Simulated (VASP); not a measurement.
Write the native input for VASP 6.6.1 that does the following.

```
Task                      : relaxation of the atoms
Functional                : LDA
Potentials or basis       : VASP PAW LDA potentials, release 64 (Mg, Ti_sv, N)
Cutoff                    : 520 eV
k mesh                    : 7 × 7 × 1
Occupations               : fermi-dirac, width 0.1 eV
Spin                      : no spin polarisation
Dipole correction         : yes
Atoms held fixed (from 0) : [0, 1, 2, 3]
Further INCAR settings    : ALGO = Normal; EDIFF = 1e-07; NELMDL = -8; IBRION = 2; EDIFFG = -0.05; NSW = 45
```

The structure of Mg2Ti2N lies in POSCAR:

```
Mg2Ti2N
1.0
    2.8943431300      0.0000000000      0.0000000000
   -1.4471715600      2.5065746700      0.0000000000
    0.0000000000      0.0000000000     22.8883815000
Mg Ti N
2 2 1
Selective dynamics
Direct
    0.0000000000      0.0000000000      0.2839868778  F F F
    0.0000000000      0.0000000000      0.5137506555  F F F
    0.6666666700      0.3333333300      0.3988687667  F F F
    0.6666666700      0.3333333300      0.6286325444  F F F
    0.6666666700      0.3333333300      0.7160131222  T T T
```

The input as run:

INCAR

```
PREC = Accurate
ENCUT = 520
EDIFF = 1E-7
ISMEAR = -1
SIGMA = 0.1
LREAL = F
LASPH = T
NELM = 120
ALGO = Normal
ISIF = 2
LWAVE = F
LCHARG = F
LDIPOL = T
IDIPOL = 3
DIPOL = 0.5 0.5 0.508
GGA = CA
IBRION = 2
NSW = 45
EDIFFG = -0.05
GGA_COMPAT = F
NELMIN = 4
NELMDL = -8
```

KPOINTS

```
Automatic mesh
0
Gamma
  7 7 1
```

Potentials or basis: VASP PAW LDA potentials, release 64 (Mg, Ti_sv, N).

Command:

```bash
$ cat potpaw_LDA.64/Mg/POTCAR potpaw_LDA.64/Ti_sv/POTCAR potpaw_LDA.64/N/POTCAR > POTCAR
$ mpirun -np 1 vasp_std > vasp.out
```

Results of the run:

| Quantity | Value |
| --- | --- |
| Energy gained by relaxing | 105.6 meV/atom |
| Ionic steps | 3 |
| Band gap on the k mesh | zero (an odd number of electrons rules out a gap without spin polarisation) |

It took 3.7 min on 1 thread of AMD EPYC 7R13, on a shared host, peak memory 0.23 GiB.
